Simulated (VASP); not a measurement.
Au: single point with r2SCAN

Crystal: Au.

```
CELL_PARAMETERS angstrom
0.00000 2.08273 2.08273
2.08273 0.00000 2.08273
2.08273 2.08273 0.00000
ATOMIC_POSITIONS crystal
Au 0.00000 0.00000 0.00000
```

```json
{"Program": "VASP 6.6.1", "Task": "single point", "Functional": "r2SCAN", "Potentials or basis": "VASP PAW PBE potentials, release 64 (Au)", "Cutoff": "520 eV", "k mesh": "18 × 18 × 18", "Occupations": "gaussian, width 0.05 eV", "Spin": "no spin polarisation"}
```

| Property | Result |
| --- | --- |
| Pressure | -4.0 GPa |
| Band gap on the k mesh | zero (an odd number of electrons rules out a gap without spin polarisation) |

Levels at points of the mesh, in eV from the Fermi level:
| k point | band 3 | band 4 | band 5 | band 6 | band 7 | band 8 | band 9 | band 10 |
| --- | --- | --- | --- | --- | --- | --- | --- | --- |
| (0.00, 0.00, 0.00) | -4.59 | -4.59 | -3.21 | -3.21 | 15.43 | 19.16 | 19.16 | 19.16 |
| (0.50, 0.00, 0.00) | -4.63 | -2.08 | -2.08 | -0.48 | 2.90 | 14.89 | 17.49 | 17.49 |
| (0.50, 0.50, 0.00) | -2.14 | -1.78 | -1.78 | 1.40 | 5.57 | 10.39 | 10.39 | 17.45 |

Run time: 5.9 min on 1 thread of AMD EPYC 7571, on a shared host, peak memory 0.15 GiB.

Caveat: the cell stands under tension; the PAW data sets were made with another functional, which shifts forces and pressure a little; spin-orbit coupling is left out, which moves the levels of the heavy elements.
